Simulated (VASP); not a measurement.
In, 4 atoms in the cell. Symmetry: P6_3/mmc, No. 194, hexagonal system. The conventional cell has a = 3.364 Å, b = 3.364 Å, c = 10.800 Å, α = 90.00°, β = 90.00°, γ = 120.00°. In (site symmetry -3m) has 12 In at 3.33 to 3.36 Å within 4.4 Å. In (site symmetry -6m2) has 12 In at 3.33 to 3.36 Å within 4.4 Å. This isn't the form of In at room conditions, which is tetragonal.

```yaml
Program: VASP 6.6.1
Task: relaxation of cell and atoms
Functional: PBE
Potentials_or_basis: VASP PAW PBE potentials, release 64 (In_d)
Cutoff: 500 eV
k_mesh: 12 × 12 × 4
Occupations: gaussian, width 0.1 eV
Spin: no spin polarisation
Dipole_correction: no
Further_INCAR_settings: ALGO = Normal; EDIFF = 1e-07; IBRION = 2; EDIFFG = -0.02; NSW = 90; ISIF = 3
```

Potentials or basis: VASP PAW PBE potentials, release 64 (In_d).

Run with:

```console
$ cat potpaw_PBE.64/In_d/POTCAR > POTCAR
$ mpirun -np 1 vasp_std > vasp.out
```

Hardware: 1 thread of Intel(R) Xeon(R) 6975P-C (Granite Rapids), on a shared host.

Q: How long does it take, and how much memory?

A: Wall time 2.6 min on 1 thread of Intel(R) Xeon(R) 6975P-C (Granite Rapids) (shared host), peak memory 0.32 GiB. Counts: scf iterations 30, k points 57, ion steps 3.
